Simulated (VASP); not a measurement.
Wanted: the native input for a VASP 6.6.1 run.

```yaml
Task: single point
Functional: PBEsol
Potentials_or_basis: VASP PAW PBE potentials, release 64 (Zr_sv, O)
Cutoff: 600 eV
k_mesh: 8 × 8 × 8
Occupations: gaussian, width 0.02 eV
Spin: no spin polarisation
Dipole_correction: no
Further_INCAR_settings: ALGO = Normal; EDIFF = 1e-06; NBANDS = 19
```

The structure of ZrO2 (a.b) lies in POSCAR:

```
ZrO2
1.0
    0.0000000000      2.5321771581      2.5321771581
    2.5321771581      0.0000000000      2.5321771581
    2.5321771581      2.5321771581      0.0000000000
Zr O
1 2
Direct
    0.0000000000      0.0000000000      0.0000000000
    0.2500000000      0.2500000000      0.2500000000
    0.7500000000      0.7500000000      0.7500000000
```

The input as run:

INCAR

```
  PREC = Accurate
  ENCUT = 600
  EDIFF = 1E-6
  ISMEAR = 0
  SIGMA = 0.02
  LREAL = F
  LASPH = T
  NELM = 120
  ALGO = Normal
  ISIF = 2
  LWAVE = F
  LCHARG = F
  GGA = PS
  NBANDS = 19
  GGA_COMPAT = F
```

KPOINTS

```
regular mesh
0
Gamma
  8 8 8
```

Potentials or basis: VASP PAW PBE potentials, release 64 (Zr_sv, O).

Command:

```bash
$ cat potpaw_PBE.64/Zr_sv/POTCAR potpaw_PBE.64/O/POTCAR > POTCAR
$ mpirun -np 1 vasp_std > vasp.out
```

It gave:

```
Pressure               : 0.2 GPa
Band gap on the k mesh : 3.32 eV, indirect (least direct gap 3.76 eV)
```

Caveat: the PAW data sets were made with another functional, which shifts forces and pressure a little.

Run time: 26 s on 1 thread of Intel(R) Xeon(R) Platinum 8259CL CPU @ 2.50GHz (Skylake/Cascade Lake), on a shared host, peak memory 0.17 GiB.
